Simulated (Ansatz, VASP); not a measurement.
# RuS in VASP and in Ansatz

Contents of INCAR:

```
PREC     = Accurate       # precision mode
ENCUT    = 520            # plane-wave cutoff, eV
EDIFF    = 1E-7           # SCF threshold, eV
ISMEAR   = 0              # smearing method
SIGMA    = 0.05           # smearing width, eV
LREAL    = F              # projectors in reciprocal space
LASPH    = T              # aspherical terms in the spheres
NELM     = 80             # most SCF steps
ALGO     = Normal         # electronic algorithm
ISIF     = 2              # what is computed and relaxed
LWAVE    = F              # write WAVECAR
LCHARG   = F              # write CHGCAR
GGA      = PS             # functional
NBANDS   = 17             # bands
```

KPOINTS

```
Automatic mesh
0
Gamma
  10 10 10
```

The input POSCAR:

```
RuS
1.0
    0.0000000000      2.4183090690      2.4183090690
    2.4183090690      0.0000000000      2.4183090690
    2.4183090690      2.4183090690      0.0000000000
Ru S
1 1
Direct
    0.4751892755      0.5248107245      0.5248107245
    0.0000000000      0.0000000000      0.0000000000
```

Input for Ansatz:

```yaml
crystal:
  lattice:
    - [0.0, 2.418309069, 2.418309069]
    - [2.418309069, 0.0, 2.418309069]
    - [2.418309069, 2.418309069, 0.0]
  atoms:
    - { symbol: Ru, position: [0.4751892755, 0.5248107245, 0.5248107245] }
    - { symbol: S, position: [0.0, 0.0, 0.0] }
basis:
  ecutwfc: 420
  ecutrho_ratio: 4
kpoints:
  mp_grid: { grid: [10, 10, 10] }
hamiltonian:
  xc: pbesol
scf:
  occupations: { method: gaussian, width: 0.05 }
output:
  forces: true
  stress: true
  eigenvalues: true
```

Alike in both runs: task single point; functional PBEsol; k mesh 10 × 10 × 10; occupations gaussian, width 0.05 eV; no spin polarisation.

|  | VASP | Ansatz |
| --- | --- | --- |
| version | VASP 6.6.1 | Ansatz 0.2.0 |
| potentials or method | VASP PAW PBE potentials, release 64 (Ru_pv, S), cutoff 520 eV | scalar-relativistic, plane waves, PAW |
| valence electrons in the cell | 20 | 22 |

```csv
,VASP,Ansatz,Ansatz less VASP
gap on the k mesh at the Fermi level (eV),none,none,-
pressure (GPa),0.8,0.7,-0.09
"traceless stress, the component that is largest in VASP (GPa)",3.59,3.58,-0.008
rms of the force components (eV/Å),0.397,0.399,+0.0018
```

VASP's potentials were made for PBE, not for PBEsol. Atom by atom the forces differ by 0.002 eV/Å (rms over components). A gap of «none» marks a metal or a gap that the smearing closes. The functional is the same, so the differences come from potentials, cutoffs and numerics. VASP's potentials hold 20 valence electrons a cell and Ansatz's 22, so a difference there can come from the potentials and not from the codes.
